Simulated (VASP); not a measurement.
# WS2 (R3m) in VASP: notebook

WS2 is run at these levels: PBE; tasks: single point.

Program: VASP 6.6.1. These are calculated values, not measurements. Logs are shortened: lines on timing, memory, paths and dates and some standing lists are left out, and cuts for length are marked.

## 1. The cell of the first run

The structure is trigonal, space group R3m (No. 160). Conventional cell: a = 3.188 Å, b = 3.188 Å, c = 22.254 Å, α = 90.00°, β = 90.00°, γ = 120.00°. W (site symmetry 3m) has 6 S at 2.42 Å and 6 W at 3.19 Å within 3.2 Å. S (site symmetry 3m) has 3 W at 2.42 Å and 7 S at 3.14 to 3.19 Å within 3.2 Å. S (site symmetry 3m) has 3 W at 2.42 Å and 7 S at 3.14 to 3.19 Å within 3.2 Å.

## 2. Single point, PBE

The input, INCAR:

```
ALGO = Normal ; EDIFF = 1E-6
ENCUT = 520 ; GGA = PE
ISIF = 2 ; ISMEAR = 0
LASPH = T ; LCHARG = F
LREAL = F ; LWAVE = F
NBANDS = 20 ; NELM = 60
PREC = Accurate ; SIGMA = 0.02
```

The input, KPOINTS:

```
k-points
0
Gamma
  12 12 12
```

The input, POSCAR:

```
WS2
1.0
    1.5937840677      0.9201716605      7.4178643776
   -1.5937840677      0.9201716605      7.4178643776
    0.0000000000     -1.8403433210      7.4178643776
W S
1 2
Direct
   -0.0006784610     -0.0006784610     -0.0006784610
    0.7365856598      0.7365856598      0.7365856598
    0.5953928014      0.5953928014      0.5953928014
```

Potentials or basis: VASP PAW PBE potentials, release 64 (W_sv, S).

Run with:

```sh
$ cat potpaw_PBE.64/W_sv/POTCAR potpaw_PBE.64/S/POTCAR > POTCAR
$ mpirun -np 1 vasp_std > vasp.out
```

OUTCAR:

```text
EDIFF = 1E-6
   ENCUT = 520
   GGA = PE
   ISIF = 2
   ISMEAR = 0
   LASPH = T
   LREAL = F
   NELM = 60
   PREC = Accurate

 ion  position               nearest neighbor table
   1  0.999  0.999  0.999-   3 2.42   3 2.42   3 2.42   2 2.42   2 2.42   2 2.42
   2  0.737  0.737  0.737-   1 2.42   1 2.42   1 2.42
   3  0.595  0.595  0.595-   1 2.42   1 2.42   1 2.42

  LATTYP: Found a trigonal (rhomboedric) cell.
 ALAT       =     7.6427465916
 COS(alpha) =     0.9130258811

  Lattice vectors:

 A1 = (   1.5937840677,   0.9201716605,   7.4178643776)
 A2 = (  -1.5937840677,   0.9201716605,   7.4178643776)
 A3 = (   0.0000000000,  -1.8403433210,   7.4178643776)

Analysis of symmetry for initial positions (statically):
=====================================================================
 Subroutine PRICEL returns:
 Original cell was already a primitive cell.

 Routine SETGRP: Setting up the symmetry group for a
 trigonal (rhombohedral) supercell.

 Subroutine GETGRP returns: Found  6 space group operations
 (whereof  6 operations were pure point group operations)
 out of a pool of 12 trial point group operations.

The static configuration has the point symmetry C_3v.

Analysis of symmetry for dynamics (positions and initial velocities):
=====================================================================
 Subroutine PRICEL returns:
 Original cell was already a primitive cell.

 Routine SETGRP: Setting up the symmetry group for a
 trigonal (rhombohedral) supercell.

 Subroutine GETGRP returns: Found  6 space group operations
 (whereof  6 operations were pure point group operations)
 out of a pool of 12 trial point group operations.

The dynamic configuration has the point symmetry C_3v.

 Subroutine INISYM returns: Found  6 space group operations
 (whereof  6 operations are pure point group operations),
 and found     1 'primitive' translations

----------------------------------------------------------------------------------------

                                     Primitive cell

  volume of cell :      65.2722

  direct lattice vectors                    reciprocal lattice vectors
     1.593784068  0.920171660  7.417864378     0.313718784  0.181125625  0.044936563
    -1.593784068  0.920171660  7.417864378    -0.313718784  0.181125625  0.044936563
     0.000000000 -1.840343321  7.417864378     0.000000000 -0.362251249  0.044936563

  length of vectors
     7.642746592  7.642746592  7.642746592     0.365027755  0.365027755  0.365027755

  position of ions in fractional coordinates (direct lattice)
     0.999321539  0.999321539  0.999321539
     0.736585660  0.736585660  0.736585660
     0.595392801  0.595392801  0.595392801

  ion indices of the primitive-cell ions
   primitive index   ion index
                 1           1
                 2           2
                 3           3

----------------------------------------------------------------------------------------

 KPOINTS: k-points

Automatic generation of k-mesh.
 Grid dimensions read from file:
 generate k-points for:   12   12   12

 Generating k-lattice:

  Cartesian coordinates                     Fractional coordinates (reciprocal lattice)
     0.026143232  0.015093802  0.003744714     0.083333333  0.000000000 -0.000000000
    -0.026143232  0.015093802  0.003744714     0.000000000  0.083333333 -0.000000000
     0.000000000 -0.030187604  0.003744714    -0.000000000 -0.000000000  0.083333333

  Length of vectors
     0.030418980  0.030418980  0.030418980

  Shift w.r.t. Gamma in fractional coordinates (k-lattice)
     0.000000000  0.000000000  0.000000000

 Subroutine IBZKPT returns following result:
 ===========================================

 Found    189 irreducible k-points:

 Following reciprocal coordinates:
            Coordinates               Weight
  0.000000  0.000000  0.000000      1.000000
  0.083333  0.000000  0.000000      6.000000
  0.166667  0.000000  0.000000      6.000000
  0.250000  0.000000  0.000000      6.000000
  0.333333 -0.000000  0.000000      6.000000
  0.416667  0.000000  0.000000      6.000000
[... 16 lines left out ...]
  0.500000  0.166667  0.000000     12.000000
 -0.416667  0.166667 -0.000000     12.000000
 [... further k-points ...]
   k-points           NKPTS =    189   k-points in BZ     NKDIM =    189   number of bands    NBANDS=     20
   number of dos      NEDOS =    301   number of ions     NIONS =      3
   total plane-waves  NPLWV = 216000
   dimension x,y,z NGX =    60 NGY =   60 NGZ =   60
   dimension x,y,z NGXF=   120 NGYF=  120 NGZF=  120
   ions per type =               1   2
   NGX,Y,Z   is equivalent  to a cutoff of  13.05, 13.05, 13.05 a.u.
   NGXF,Y,Z  is equivalent  to a cutoff of  26.10, 26.10, 26.10 a.u.
 SYSTEM =  unknown system
   PREC   = accura    normal or accurate (medium, high low for compatibility)
   ISTART =      0    job   : 0-new  1-cont  2-samecut
   ICHARG =      2    charge: 1-file 2-atom 10-const
   ISPIN  =      1    spin polarized calculation?
   LNONCOLLINEAR =      F non collinear calculations
   LSORBIT =      F    spin-orbit coupling
   LASPH  =      T    aspherical Exc in radial PAW
   ENCUT  =  520.0 eV  38.22 Ry    6.18 a.u.  14.21 14.21 14.21*2*pi/ulx,y,z
   NELM   =     60;   NELMIN=  2; NELMDL= -5     # of ELM steps
   EDIFF  = 0.1E-05   stopping-criterion for ELM
   LREAL  =      F    real-space projection
   EDIFFG = 0.1E-04   stopping-criterion for IOM
   NSW    =      0    number of steps for IOM
   IBRION =     -1    ionic relax: 0-MD 1-quasi-New 2-CG
   NFREE  =      0    steps in history (QN), initial steepest desc. (CG)
   ISIF   =      2    stress and relaxation
   ISYM   =      2    0-nonsym 1-usesym 2-fastsym
   POTIM  = 0.5000    time-step for ionic-motion
   TEBEG  =    0.0;   TEEND  =   0.0 temperature during run
   PSTRESS=    0.0 pullay stress
   NELECT =      26.0000    total number of electrons
   NUPDOWN=      -1.0000    fix difference up-down
   EMIN   =  10.00;   EMAX   =-10.00  energy-range for DOS
   EFERMI =   0.00;   METHOD = LEGACY
   ISMEAR =     0;   SIGMA  =   0.02  broadening in eV -4-tet -1-fermi 0-gaus
   EFERMI_NEDOS =   21; number of points for ismear=-14 and -15
   IALGO  =     38    algorithm
   IMIX   =      4    mixing-type and parameters
     AMIX     =   0.40;   BMIX     =  1.00
     AMIX_MAG =   1.60;   BMIX_MAG =  1.00
  volume/ion in A,a.u.               =      21.76       146.83
  Fermi-wavevector in a.u.,A,eV,Ry     =   1.204545  2.276260 19.741091  1.450929
  Thomas-Fermi vector in A             =   2.340267
   LORBIT       =      0    0 simple, 1 ext, 2 COOP (PROOUT), +10 PAW based schemes
   GGA     = PE    functional components
   LHFCALC =     F    Hartree Fock is set to
   AEXX    =    0.0000 exact exchange contribution
   IVDW    =     0    specifies the selected vdW correction
   LEPSILON=     F    determine dielectric tensor
   LRPA    =     F    only Hartree local field effects (RPA)
 non-spin polarized calculation
 Gauss-broadening in eV      SIGMA  =   0.02
  energy-cutoff  :      520.00
  volume of cell :       65.27
 maximum number of plane-waves:      1776
 NGX is ok and might be reduce to    60
   NGX = 29   NGY = 29   NGZ = 29

 number of electron      26.0000000 magnetization

 Free energy of the ion-electron system (eV)
  ---------------------------------------------------
  ext. energy  EPLUGINS =         0.00000000
  ---------------------------------------------------
  free energy    TOTEN  =       -23.68176268 eV

  energy without entropy =      -23.68176268  energy(sigma->0) =      -23.68176268

 E-fermi :   4.9465     XC(G=0):  -9.5116

 val. band max:        4.7095335675   @ k =   0.5000   0.5000   0.5000
 cond. band min:       6.3475283149   @ k =  -0.2500   0.4167   0.0833
 fundamental gap:      1.6379947473
 Fermi energy:         4.9464559114

 k-point     1 :       0.0000    0.0000    0.0000
  band No.  band energies     occupation
      1     -69.5069      2.00000
      2     -33.7353      2.00000
      3     -33.5910      2.00000
      4     -33.5910      2.00000
      5     -10.1913      2.00000
      6      -8.5510      2.00000
[... 12 lines left out ...]
     19      11.3146      0.00000
     20      13.1847      0.00000

 k-point     2 :       0.0833    0.0000    0.0000
  band No.  band energies     occupation
      1     -69.5058      2.00000
      2     -33.7313      2.00000
      3     -33.6133      2.00000
      4     -33.5962      2.00000
      5     -10.0779      2.00000
      6      -8.5100      2.00000
[... 12 lines left out ...]
     19      11.5723      0.00000
     20      13.6601      0.00000

 k-point     3 :       0.1667    0.0000    0.0000
  band No.  band energies     occupation
      1     -69.5028      2.00000
      2     -33.7204      2.00000
      3     -33.6737      2.00000
      4     -33.6103      2.00000
      5      -9.7550      2.00000
      6      -8.3933      2.00000
[... 12 lines left out ...]
     19      12.3667      0.00000
     20      13.9356      0.00000

 k-point     4 :       0.2500    0.0000    0.0000
  band No.  band energies     occupation
      1     -69.4988      2.00000
      2     -33.7552      2.00000
      3     -33.7055      2.00000
      4     -33.6296      2.00000
      5      -9.2749      2.00000
      6      -8.2218      2.00000
[... 12 lines left out ...]
     19      12.7671      0.00000
     20      13.5114      0.00000

 k-point     5 :       0.3333   -0.0000    0.0000
  band No.  band energies     occupation
      1     -69.4947      2.00000
      2     -33.8356      2.00000
      3     -33.6906      2.00000
      4     -33.6487      2.00000
      5      -8.7318      2.00000
      6      -8.0331      2.00000
[... 12 lines left out ...]
     19      11.9664      0.00000
     20      12.7809      0.00000
[... 353 lines left out ...]
      6      -8.1301      2.00000
[... 12 lines left out ...]
     19      12.6275      0.00000
     20      13.8904      0.00000

 k-point    22 :       0.4167    0.1667    0.0000
  band No.  band energies     occupation
      1     -69.4932      2.00000
      2     -33.8355      2.00000
      3     -33.6859      2.00000
      4     -33.6851      2.00000
      5      -8.5184      2.00000
      6      -7.9521      2.00000
[... 12 lines left out ...]
     19      12.2586      0.00000
     20      13.6284      0.00000

 k-point    23 :       0.5000    0.1667    0.0000
  band No.  band energies     occupation
      1     -69.4907      2.00000
      2     -33.8745      2.00000
      3     -33.7097      2.00000
      4     -33.6756      2.00000
      5      -8.1095      2.00000
      6      -7.8063      2.00000
[... 12 lines left out ...]
     19      12.6296      0.00000
     20      13.5462      0.00000

 k-point    24 :      -0.4167    0.1667   -0.0000
  band No.  band energies     occupation
      1     -69.4897      2.00000
      2     -33.8885      2.00000
      3     -33.7186      2.00000
      4     -33.6721      2.00000
      5      -7.9473      2.00000
      6      -7.7481      2.00000
[... 12 lines left out ...]
     19      13.0364      0.00000
     20      13.5836      0.00000

 [... further k-points ...]
[... 5 lines left out ...]
  --------------------------------------------------------------------------------------
  -------------------------------------------------------------------------------------
  Total       -0.0034636     -0.0034636     -0.0084223      0.0000000      0.0000000      0.0000000
  in kB       -0.0850180     -0.0850180     -0.2067332      0.0000000      0.0000000      0.0000000
  external PRESSURE =      -0.1255897 kB  Pullay stress =       0.0000000 kB

 VOLUME and BASIS-vectors are now :
 -----------------------------------------------------------------------------
  energy-cutoff  :      520.00
  volume of cell :       65.27
      direct lattice vectors                 reciprocal lattice vectors
     1.593784068  0.920171660  7.417864378     0.313718784  0.181125625  0.044936563
    -1.593784068  0.920171660  7.417864378    -0.313718784  0.181125625  0.044936563
     0.000000000 -1.840343321  7.417864378     0.000000000 -0.362251249  0.044936563

 POSITION                                       TOTAL-FORCE (eV/Angst)
 -----------------------------------------------------------------------------------
      0.00000      0.00000     22.23849         0.000000      0.000000      0.001166
      0.00000      0.00000     16.39168         0.000000      0.000000      0.004283
      0.00000      0.00000     13.24963         0.000000     -0.000000     -0.005449
 -----------------------------------------------------------------------------------
    total drift:                               -0.000000      0.000000      0.000009

  FREE ENERGIE OF THE ION-ELECTRON SYSTEM (eV)
  ---------------------------------------------------
  free  energy   TOTEN  =       -23.6817626791 eV

  energy  without entropy=      -23.6817626791  energy(sigma->0) =      -23.68176268
```

It took 11 min on 1 thread of Intel Xeon 6975P-C (Granite Rapids), shared host; peak memory 0.62 GiB.

What came out:

* Free energy: -23.6818 eV
* Pressure: 0.0 GPa
* Largest force: 0.005 eV/Å
* Band gap on the k mesh: 1.64 eV, indirect (least direct gap 1.81 eV)

Forces in eV/Å, atoms in the order of the input:
```
W    0.000  0.000  0.001
S    0.000  0.000  0.004
S    0.000  0.000 -0.005
```

Levels at points of the mesh, in eV from the valence-band top:
```tsv
k point	band 11	band 12	band 13	band 14	band 15	band 16
(0.00, 0.00, 0.00)	-1.79	-1.79	-0.42	2.69	2.69	2.85
(0.50, 0.00, 0.00)	-2.27	-1.45	-1.12	2.66	3.08	3.93
(0.50, 0.50, 0.00)	-2.37	-1.46	-1.08	2.66	3.12	3.78
(0.50, 0.50, 0.50)	-1.79	-1.79	0.00	2.70	2.70	2.84
```

Caveat: spin-orbit coupling is left out, which moves the levels of the heavy elements.

(Part 1 of 2 ends here.)
